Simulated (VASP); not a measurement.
# AlGa3N4 (Pm) in VASP: a series of runs

AlGa3N4 is run at these levels: r2SCAN; tasks: single point.

Program: VASP 6.6.1. These are calculated values, not measurements. Logs are shortened: lines on timing, memory, paths and dates and some standing lists are left out, and cuts for length are marked.

### 1 The cell of the first run

Symmetry: Pm, No. 6, monoclinic system. Conventional cell: a = 5.139 Å, b = 3.163 Å, c = 5.477 Å, α = 90.00°, β = 90.04°, γ = 90.00°. Al (site symmetry m) has 4 N at 1.81 to 1.98 Å within 2.4 Å. Ga (site symmetry m) has 4 N at 1.88 to 2.03 Å within 2.5 Å. Within 2.5 Å of Ga (site symmetry m) lie 4 N at 1.89 to 2.04 Å. Within 2.5 Å of Ga (site symmetry m) lie 4 N at 1.88 to 2.03 Å. N (site symmetry m) has 1 Al at 1.81 Å and 3 Ga at 1.95 to 2.03 Å within 2.4 Å. N (site symmetry m) has 2 Ga at 1.88 to 2.04 Å and 2 Al at 1.91 Å within 2.5 Å. N (site symmetry m) has 4 Ga at 1.88 to 2.03 Å within 2.5 Å. N (site symmetry m) has 3 Ga at 1.89 to 1.97 Å and 1 Al at 1.98 Å within 2.5 Å.

### 2 Single point, r2SCAN

Input file POSCAR:

```
AlGa3N4
1.0
    5.1389202027      0.0000000000      0.0000171871
    0.0000000000      3.1634143065      0.0000000000
   -0.0036943801      0.0000000000      5.4769945785
Al Ga N
1 3 4
Direct
    0.0005828856      0.5000000000      0.6672982355
    0.4991712867      0.5000000000      0.3350606990
    0.4992511921      0.0000000000      0.8314570702
    0.9998609978      0.0000000000      0.1661913850
    0.1035806877      0.5000000000      0.3512065231
    0.1014986870      0.0000000000      0.8365365264
    0.6044071933      0.0000000000      0.1767992032
    0.6159176558      0.5000000000      0.6778733135
```

Input file INCAR.step1:

```
ALGO     = Normal         # electronic algorithm
EDIFF    = 1E-4           # SCF threshold, eV
ENCUT    = 520            # plane-wave cutoff, eV
GGA      = PE             # functional
ISMEAR   = 0              # smearing method
LASPH    = True           # aspherical terms in the spheres
LCHARG   = False          # write CHGCAR
LREAL    = False          # projectors in reciprocal space
LWAVE    = True           # write WAVECAR
NBANDS   = 41             # bands
NELM     = 100            # most SCF steps
PREC     = Accurate       # precision mode
SIGMA    = 0.05           # smearing width, eV
```

Input file INCAR.step2:

```
ALGO     = Normal         # electronic algorithm
EDIFF    = 1E-6           # SCF threshold, eV
ENCUT    = 520            # plane-wave cutoff, eV
ISIF     = 2              # what is computed and relaxed
ISMEAR   = 0              # smearing method
ISTART   = 1            
LASPH    = True           # aspherical terms in the spheres
LCHARG   = False          # write CHGCAR
LMIXTAU  = True         
LREAL    = False          # projectors in reciprocal space
LWAVE    = False          # write WAVECAR
METAGGA  = R2SCAN         # meta-GGA
NBANDS   = 41             # bands
NELM     = 100            # most SCF steps
PREC     = Accurate       # precision mode
SIGMA    = 0.05           # smearing width, eV
```

Input file KPOINTS:

```
k-points
0
Gamma
  6 8 4
```

Potentials or basis: VASP PAW PBE potentials, release 64 (Al, Ga_d, N).

Started as:

```sh
> cat potpaw_PBE.64/Al/POTCAR potpaw_PBE.64/Ga_d/POTCAR potpaw_PBE.64/N/POTCAR > POTCAR
> cp INCAR.step1 INCAR
> mpirun -np 1 vasp_std > vasp.out
> cp INCAR.step2 INCAR
> mpirun -np 1 vasp_std > vasp.out
```

OUTCAR:

```text
EDIFF = 1E-6
   ENCUT = 520
   ISIF = 2
   ISMEAR = 0
   ISTART = 1
   LASPH = True
   LREAL = False
   METAGGA = R2SCAN
   NELM = 100
   PREC = Accurate

 ion  position               nearest neighbor table
   1  0.001  0.500  0.667-   5 1.81   6 1.91   6 1.91   8 1.98   3 3.14   3 3.14
   2  0.499  0.500  0.335-   7 1.88   7 1.88   8 1.97   5 2.03
   3  0.499  0.000  0.831-   8 1.89   8 1.89   7 1.97   6 2.04   1 3.14   1 3.14
   4  1.000  0.000  0.166-   6 1.88   5 1.95   5 1.95   7 2.03
   5  0.104  0.500  0.351-   1 1.81   4 1.95   4 1.95   2 2.03
   6  0.101  0.000  0.837-   4 1.88   1 1.91   1 1.91   3 2.04
   7  0.604  0.000  0.177-   2 1.88   2 1.88   3 1.97   4 2.03
   8  0.616  0.500  0.678-   3 1.89   3 1.89   2 1.97   1 1.98

  LATTYP: Found a simple monoclinic cell.
 ALAT       =     5.1389202027
 B/A-ratio  =     0.6155795735
 C/A-ratio  =     1.0657872877
 COS(beta)  =    -0.0006711822

  Lattice vectors:

 A1 = (   5.1389202027,   0.0000000000,   0.0000171871)
 A2 = (   0.0000000000,   3.1634143065,   0.0000000000)
 A3 = (  -0.0036943801,   0.0000000000,   5.4769945785)

Analysis of symmetry for initial positions (statically):
=====================================================================
 Subroutine PRICEL returns:
 Original cell was already a primitive cell.

 Routine SETGRP: Setting up the symmetry group for a
 simple monoclinic supercell.

 Subroutine GETGRP returns: Found  2 space group operations
 (whereof  2 operations were pure point group operations)
 out of a pool of  4 trial point group operations.

The static configuration has the point symmetry C_1h.

Analysis of symmetry for dynamics (positions and initial velocities):
=====================================================================
 Subroutine PRICEL returns:
 Original cell was already a primitive cell.

 Routine SETGRP: Setting up the symmetry group for a
 simple monoclinic supercell.

 Subroutine GETGRP returns: Found  2 space group operations
 (whereof  2 operations were pure point group operations)
 out of a pool of  4 trial point group operations.

The dynamic configuration has the point symmetry C_1h.

 Subroutine INISYM returns: Found  2 space group operations
 (whereof  2 operations are pure point group operations),
 and found     1 'primitive' translations

----------------------------------------------------------------------------------------

                                     Primitive cell

  volume of cell :      89.0369

  direct lattice vectors                    reciprocal lattice vectors
     5.138920203  0.000000000  0.000017187     0.194593408  0.000000000  0.000131258
     0.000000000  3.163414306  0.000000000     0.000000000  0.316114142  0.000000000
    -0.003694380  0.000000000  5.476994579    -0.000000611  0.000000000  0.182581886

  length of vectors
     5.138920203  3.163414306  5.476995824     0.194593453  0.316114142  0.182581886

  position of ions in fractional coordinates (direct lattice)
     0.000582886  0.500000000  0.667298235
     0.499171287  0.500000000  0.335060699
     0.499251192  0.000000000  0.831457070
     0.999860998  0.000000000  0.166191385
     0.103580688  0.500000000  0.351206523
     0.101498687  0.000000000  0.836536526
     0.604407193  0.000000000  0.176799203
     0.615917656  0.500000000  0.677873314

  ion indices of the primitive-cell ions
   primitive index   ion index
                 1           1
                 2           2
                 3           3
                 4           4
                 5           5
                 6           6
                 7           7
                 8           8

----------------------------------------------------------------------------------------

 KPOINTS: k-points

Automatic generation of k-mesh.
 Grid dimensions read from file:
 generate k-points for:    6    8    4

 Generating k-lattice:

  Cartesian coordinates                     Fractional coordinates (reciprocal lattice)
     0.032432235  0.000000000  0.000021876     0.166666667  0.000000000 -0.000000000
     0.000000000  0.039514268  0.000000000     0.000000000  0.125000000  0.000000000
    -0.000000153  0.000000000  0.045645471    -0.000000000  0.000000000  0.250000000

  Length of vectors
     0.032432242  0.039514268  0.045645471

  Shift w.r.t. Gamma in fractional coordinates (k-lattice)
     0.000000000  0.000000000  0.000000000

 Subroutine IBZKPT returns following result:
 ===========================================

 Found     70 irreducible k-points:

 Following reciprocal coordinates:
            Coordinates               Weight
  0.000000  0.000000  0.000000      1.000000
  0.166667  0.000000  0.000000      2.000000
  0.333333  0.000000  0.000000      2.000000
  0.500000  0.000000  0.000000      1.000000
  0.000000  0.125000  0.000000      2.000000
  0.166667  0.125000  0.000000      4.000000
[... 16 lines left out ...]
  0.333333  0.000000  0.250000      2.000000
  0.500000  0.000000  0.250000      2.000000
 [... further k-points ...]
   k-points           NKPTS =     70   k-points in BZ     NKDIM =     70   number of bands    NBANDS=     41
   number of dos      NEDOS =    301   number of ions     NIONS =      8
   total plane-waves  NPLWV =  40320
   dimension x,y,z NGX =    40 NGY =   24 NGZ =   42
   dimension x,y,z NGXF=    80 NGYF=   48 NGZF=   84
   ions per type =               1   3   4
   NGX,Y,Z   is equivalent  to a cutoff of  12.94, 12.61, 12.75 a.u.
   NGXF,Y,Z  is equivalent  to a cutoff of  25.88, 25.23, 25.50 a.u.
 SYSTEM =  unknown system
   PREC   = accura    normal or accurate (medium, high low for compatibility)
   ISTART =      1    job   : 0-new  1-cont  2-samecut
   ICHARG =      0    charge: 1-file 2-atom 10-const
   ISPIN  =      1    spin polarized calculation?
   LNONCOLLINEAR =      F non collinear calculations
   LSORBIT =      F    spin-orbit coupling
   LASPH  =      T    aspherical Exc in radial PAW
   ENCUT  =  520.0 eV  38.22 Ry    6.18 a.u.   9.55  5.88 10.18*2*pi/ulx,y,z
   NELM   =    100;   NELMIN=  2; NELMDL=  0     # of ELM steps
   EDIFF  = 0.1E-05   stopping-criterion for ELM
   LREAL  =      F    real-space projection
   EDIFFG = 0.1E-04   stopping-criterion for IOM
   NSW    =      0    number of steps for IOM
   IBRION =     -1    ionic relax: 0-MD 1-quasi-New 2-CG
   NFREE  =      0    steps in history (QN), initial steepest desc. (CG)
   ISIF   =      2    stress and relaxation
   ISYM   =      2    0-nonsym 1-usesym 2-fastsym
   POTIM  = 0.5000    time-step for ionic-motion
   TEBEG  =    0.0;   TEEND  =   0.0 temperature during run
   PSTRESS=    0.0 pullay stress
   NELECT =      62.0000    total number of electrons
   NUPDOWN=      -1.0000    fix difference up-down
   EMIN   =  10.00;   EMAX   =-10.00  energy-range for DOS
   EFERMI =   0.00;   METHOD = LEGACY
   ISMEAR =     0;   SIGMA  =   0.05  broadening in eV -4-tet -1-fermi 0-gaus
   EFERMI_NEDOS =   21; number of points for ismear=-14 and -15
   IALGO  =     38    algorithm
   IMIX   =      4    mixing-type and parameters
     AMIX     =   0.40;   BMIX     =  1.00
     AMIX_MAG =   1.60;   BMIX_MAG =  1.00
  volume/ion in A,a.u.               =      11.13        75.11
  Fermi-wavevector in a.u.,A,eV,Ry     =   1.451049  2.742084 28.647641  2.105542
  Thomas-Fermi vector in A             =   2.568591
   LORBIT       =      0    0 simple, 1 ext, 2 COOP (PROOUT), +10 PAW based schemes
   METAGGA = R2SCAN    functional components
   LHFCALC =     F    Hartree Fock is set to
   AEXX    =    0.0000 exact exchange contribution
   IVDW    =     0    specifies the selected vdW correction
   LEPSILON=     F    determine dielectric tensor
   LRPA    =     F    only Hartree local field effects (RPA)
 non-spin polarized calculation
 Gauss-broadening in eV      SIGMA  =   0.05
  energy-cutoff  :      520.00
  volume of cell :       89.04
 maximum number of plane-waves:      2414
 NGX is ok and might be reduce to    40
   NGX = 19   NGY = 11   NGZ = 21

 number of electron      61.9999981 magnetization

 Free energy of the ion-electron system (eV)
  ---------------------------------------------------
  ext. energy  EPLUGINS =         0.00000000
  ---------------------------------------------------
  free energy    TOTEN  =       -84.67089878 eV

  energy without entropy =      -84.67089878  energy(sigma->0) =      -84.67089878

 E-fermi :   5.6242     XC(G=0): -12.3705

 val. band max:        5.4101002495   @ k =   0.0000   0.0000   0.0000
 cond. band min:       8.2083290226   @ k =   0.0000   0.0000   0.0000
 fundamental gap:      2.7982287731
 Fermi energy:         5.6241928572

 k-point     1 :       0.0000    0.0000    0.0000
  band No.  band energies     occupation
      1     -11.3606      2.00000
      2     -10.3745      2.00000
      3     -10.1561      2.00000
      4      -9.8224      2.00000
      5      -8.3792      2.00000
      6      -8.3442      2.00000
[... 33 lines left out ...]
     40      16.2134      0.00000
     41      16.3980      0.00000

 k-point     2 :       0.1667    0.0000    0.0000
  band No.  band energies     occupation
      1     -11.2796      2.00000
      2     -10.3753      2.00000
      3     -10.1862      2.00000
      4      -9.8152      2.00000
      5      -8.3793      2.00000
      6      -8.3489      2.00000
[... 33 lines left out ...]
     40      16.2041      0.00000
     41      16.3901      0.00000

 k-point     3 :       0.3333    0.0000    0.0000
  band No.  band energies     occupation
      1     -11.0662      2.00000
      2     -10.4484      2.00000
      3     -10.2286      2.00000
      4      -9.7976      2.00000
      5      -8.3793      2.00000
      6      -8.3546      2.00000
[... 33 lines left out ...]
     40      16.2121      0.00000
     41      16.2916      0.00000

 k-point     4 :       0.5000    0.0000    0.0000
  band No.  band energies     occupation
      1     -10.8797      2.00000
      2     -10.5848      2.00000
      3     -10.2308      2.00000
      4      -9.7874      2.00000
      5      -8.3792      2.00000
      6      -8.3566      2.00000
[... 825 lines left out ...]
     40      16.2290      0.00000
     41      16.6984      0.00000

 k-point    23 :       0.3333    0.0000    0.2500
  band No.  band energies     occupation
      1     -10.9315      2.00000
      2     -10.4054      2.00000
      3     -10.2590      2.00000
      4      -9.8769      2.00000
      5      -8.3502      2.00000
      6      -8.3449      2.00000
[... 33 lines left out ...]
     40      15.9504      0.00000
     41      16.2133      0.00000

 k-point    24 :       0.5000    0.0000    0.2500
  band No.  band energies     occupation
      1     -10.7707      2.00000
      2     -10.4742      2.00000
      3     -10.2843      2.00000
      4      -9.8746      2.00000
      5      -8.3492      2.00000
      6      -8.3380      2.00000
[... 33 lines left out ...]
     40      16.0216      0.00000
     41      16.2734      0.00000

 [... further k-points ...]

------------------------ aborting loop because EDIFF is reached ----------------------------------------

  FORCE on cell =-STRESS in cart. coord.  units (eV):
  Direction    XX          YY          ZZ          XY          YZ          ZX
  --------------------------------------------------------------------------------------
  -------------------------------------------------------------------------------------
  Total       -2.0812385      2.5253396      2.6933647      0.0000000      0.0000000     -1.2831973
  in kB      -37.4508932     45.4422798     48.4658121      0.0000000      0.0000000    -23.0905225
  external PRESSURE =      18.8190662 kB  Pullay stress =       0.0000000 kB

 VOLUME and BASIS-vectors are now :
 -----------------------------------------------------------------------------
  energy-cutoff  :      520.00
  volume of cell :       89.04
      direct lattice vectors                 reciprocal lattice vectors
     5.138920203  0.000000000  0.000017187     0.194593408  0.000000000  0.000131258
     0.000000000  3.163414306  0.000000000     0.000000000  0.316114142  0.000000000
    -0.003694380  0.000000000  5.476994579    -0.000000611  0.000000000  0.182581886

 POSITION                                       TOTAL-FORCE (eV/Angst)
 -----------------------------------------------------------------------------------
      0.00053      1.58171      3.65479        -1.020278      0.000000      1.177303
      2.56396      1.58171      1.83513        -0.861653      0.000000      0.849646
      2.56254      0.00000      4.55389        -0.835201      0.000000      0.876483
      5.13759      0.00000      0.91025        -0.777383      0.000000      0.946450
      0.53100      1.58171      1.92356         0.854921      0.000000     -1.072918
      0.51850      0.00000      4.58171         0.761589      0.000000     -1.041056
      3.10535      0.00000      0.96834         0.854526      0.000000     -0.894626
      3.16265      1.58171      3.71272         1.023478      0.000000     -0.841282
 -----------------------------------------------------------------------------------
    total drift:                                0.059119      0.000000      0.003802

  FREE ENERGIE OF THE ION-ELECTRON SYSTEM (eV)
  ---------------------------------------------------
  free  energy   TOTEN  =       -84.6708987774 eV

  energy  without entropy=      -84.6708987774  energy(sigma->0) =      -84.67089878
```

It took 19 min on 1 thread of Oxide Virtual Turin-like, shared host; peak memory 0.3 GiB.

What came out:

| Property | Result |
| --- | --- |
| Free energy | -84.6709 eV |
| Pressure | 1.9 GPa |
| Largest force | 1.558 eV/Å |
| Band gap on the k mesh | 2.80 eV |

Forces on the atoms (eV/Å):
```
Al  -1.020  0.000  1.177
Ga  -0.862  0.000  0.850
Ga  -0.835  0.000  0.876
Ga  -0.777  0.000  0.946
N    0.855  0.000 -1.073
N    0.762  0.000 -1.041
N    0.855  0.000 -0.895
N    1.023  0.000 -0.841
```

Stress tensor (GPa, compression positive):
```
-3.75  0.00 -2.31
 0.00  4.54  0.00
-2.31  0.00  4.85
```

Caveat: the cell differs from its parent crystal (all N atoms moved +0.100 Å, as atom 5 towards its neighbour atom 8 (N) at 3.080 Å); the stress differs along the axes, from -4 to 5 GPa; the PAW data sets were made with another functional, which shifts forces and pressure a little.

### 3 Single point, r2SCAN

Input file POSCAR:

```
AlGa3N4
1.0
    5.1389202027      0.0000000000      0.0000171871
    0.0000000000      3.1634143065      0.0000000000
   -0.0036943801      0.0000000000      5.4769945785
Al Ga N
1 3 4
Direct
    0.0005828856      0.5000000000      0.6672982355
    0.4991712867      0.5000000000      0.3350606990
    0.4992511921      0.0000000000      0.8314570702
    0.9998609978      0.0000000000      0.1661913850
    0.1273292217      0.5000000000      0.3352982896
    0.1252472210      0.0000000000      0.8206282929
    0.6281557273      0.0000000000      0.1608909697
    0.6396661898      0.5000000000      0.6619650800
```

Input file INCAR.step1:

```
PREC     = Accurate       # precision mode
ENCUT    = 520            # plane-wave cutoff, eV
ISMEAR   = 0              # smearing method
SIGMA    = 0.05           # smearing width, eV
LREAL    = F              # projectors in reciprocal space
LASPH    = T              # aspherical terms in the spheres
NELM     = 100            # most SCF steps
NBANDS   = 41             # bands
GGA      = PE             # functional
ALGO     = Normal         # electronic algorithm
EDIFF    = 1E-4           # SCF threshold, eV
LWAVE    = T              # write WAVECAR
LCHARG   = F              # write CHGCAR
```

Input file INCAR.step2:

```
PREC     = Accurate       # precision mode
ENCUT    = 520            # plane-wave cutoff, eV
EDIFF    = 1E-7           # SCF threshold, eV
ISMEAR   = 0              # smearing method
SIGMA    = 0.05           # smearing width, eV
LREAL    = F              # projectors in reciprocal space
LASPH    = T              # aspherical terms in the spheres
NELM     = 100            # most SCF steps
ALGO     = Normal         # electronic algorithm
ISIF     = 2              # what is computed and relaxed
LWAVE    = F              # write WAVECAR
LCHARG   = F              # write CHGCAR
METAGGA  = R2SCAN         # meta-GGA
LMIXTAU  = T            
NBANDS   = 41             # bands
ISTART   = 1
```

Input file KPOINTS:

```
Automatic mesh
0
Gamma
  6 8 4
```

Potentials or basis: VASP PAW PBE potentials, release 64 (Al, Ga_d, N).

Started as:

```sh
> cat potpaw_PBE.64/Al/POTCAR potpaw_PBE.64/Ga_d/POTCAR potpaw_PBE.64/N/POTCAR > POTCAR
> cp INCAR.step1 INCAR
> mpirun -np 1 vasp_std > vasp.out
> cp INCAR.step2 INCAR
> mpirun -np 1 vasp_std > vasp.out
```

Wall time 24 min (1 thread of Oxide Virtual Turin-like, shared host); peak memory 0.29 GiB.

It converged, with:

```yaml
Free_energy: -84.8627 eV
Pressure: 1.0 GPa
Largest_force: 0.749 eV/Å
Band_gap_on_the_k_mesh: 2.82 eV
```

Forces on the atoms (eV/Å):
```
Al   0.632  0.000 -0.401
Ga   0.551  0.000 -0.365
Ga   0.506  0.000 -0.377
Ga   0.514  0.000 -0.323
N   -0.580  0.000  0.459
N   -0.560  0.000  0.248
N   -0.545  0.000  0.395
N   -0.519  0.000  0.364
```

Stress tensor (GPa, compression positive):
```
 4.37  0.00  1.21
 0.00 -0.91  0.00
 1.21  0.00 -0.52
```

Levels at points of the mesh, in eV from the valence-band top:
```
           k point  band 27  band 28  band 29  band 30  band 31  band 32  band 33  band 34  band 35  band 36
(0.00, 0.00, 0.00)    -1.09    -0.86    -0.26    -0.06     0.00     2.82     5.26     5.82     6.27     7.03
(0.50, 0.00, 0.00)    -1.81    -0.79    -0.74    -0.45    -0.34     4.94     4.99     5.12     5.61     8.42
(0.00, 0.50, 0.00)    -3.54    -2.11    -2.07    -1.98    -1.98     5.99     6.02     7.50     7.70     8.43
(0.50, 0.50, 0.00)    -3.26    -1.84    -1.62    -1.60    -1.55     6.32     6.45     6.53     6.83     8.44
(0.00, 0.00, 0.50)    -1.91    -0.98    -0.74    -0.63    -0.32     5.08     5.30     6.78     7.13     7.98
(0.50, 0.00, 0.50)    -1.98    -1.71    -1.23    -1.13    -1.11     5.86     5.90     6.04     6.43     8.11
(0.00, 0.50, 0.50)    -2.67    -2.37    -2.33    -0.98    -0.85     5.48     5.75     6.11     6.27     6.49
(0.50, 0.50, 0.50)    -1.95    -1.84    -1.78    -1.77    -1.74     4.88     4.92     4.97     5.42     7.91
```

Caveat: the cell differs from its parent crystal (all N atoms moved -0.050 Å, as atom 5 towards its neighbour atom 8 (N) at 3.080 Å); the stress differs along the axes, from -1 to 4 GPa; the PAW data sets were made with another functional, which shifts forces and pressure a little.
